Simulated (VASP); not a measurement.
Write the native input for VASP 6.6.1 that does the following.

| Property | Result |
| --- | --- |
| Task | single point |
| Functional | PBE |
| Potentials or basis | VASP PAW PBE potentials, release 64 (K_sv, Br) |
| Cutoff | 520 eV |
| k mesh | 6 × 6 × 2 |
| Occupations | fermi-dirac, width 0.02 eV |
| Spin | no spin polarisation |
| Dipole correction | no |
| Further INCAR settings | ALGO = Normal; EDIFF = 1e-06; NBANDS = 24 |

The structure of KBr lies in POSCAR:

```
KBr
1.0
    5.6185814203      0.0000000000      0.0000000000
   -2.8092907101      4.8658342432      0.0000000000
    0.0000000000      0.0000000000      6.5538299466
K Br
2 2
Direct
    0.3138731627      0.6793792872     -0.0589798642
    0.6787113358      0.3252749520      0.4429878443
    0.3465691630      0.6617389412      0.4331842637
    0.6570594275      0.3359837015      0.9374080576
```

The input as run:

INCAR

```
PREC = Accurate
ENCUT = 520
EDIFF = 1E-6
ISMEAR = -1
SIGMA = 0.02
LREAL = False
LASPH = True
NELM = 60
ALGO = Normal
ISIF = 2
LWAVE = False
LCHARG = True
GGA = PE
LELF = True
LVHAR = True
NBANDS = 24
```

KPOINTS

```
regular mesh
0
Gamma
  6 6 2
```

Potentials or basis: VASP PAW PBE potentials, release 64 (K_sv, Br).

Run with:

```sh
$ cat potpaw_PBE.64/K_sv/POTCAR potpaw_PBE.64/Br/POTCAR > POTCAR
$ mpirun -np 1 vasp_std > vasp.out
```

It gave:

The pressure is 0.4 GPa, the largest force is 0.152 eV/Å and the band gap on the k mesh is 4.18 eV, direct.

Caveat: the k points lie up to 0.48 Å⁻¹ apart.

Wall time 2.9 min on 1 thread of Intel Xeon 6975P-C, with other jobs on the host, peak memory 0.36 GiB.
